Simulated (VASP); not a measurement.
WS2:

```
W S
1.0
     3.18000    0.00000    0.00000
    -1.59000    2.75396    0.00000
     0.00000    0.00000   12.50000
W S
2 4
Cartesian
  1.5900 0.9180 9.3750
  0.0000 1.8360 3.1250
  1.5900 0.9180 4.6875
  0.0000 1.8360 10.9375
  1.5900 0.9180 1.5625
  0.0000 1.8360 7.8125
```

Base run:

- Program: VASP 6.6.1
- Functional: PBE
- Potentials or basis: VASP PAW PBE potentials, release 64 (W_sv, S)
- Cutoff: 520 eV
- k mesh: 17 × 17 × 4
- Occupations: fermi-dirac, width 0.05 eV
- Spin: no spin polarisation

Its results: band gap on the k mesh 1.06 eV (least direct gap 1.86 eV); pressure 2.2 GPa; largest force 0.132 eV/Å.

Q: The run is repeated on the same cell with these changes: k mesh from 17 × 17 × 4 to 4 × 4 × 1. What comes out?

A: Band gap on the k mesh 1.40 eV (least direct gap 2.26 eV); pressure 2.0 GPa; largest force 0.057 eV/Å.

Caveats: some runs use coarse meshes; spin-orbit coupling is left out, which moves the levels of the heavy elements; this functional lacks dispersion, which binds layers or chains, so the pressure and a relaxed spacing across them are unreliable.

A k mesh can miss the band edges.
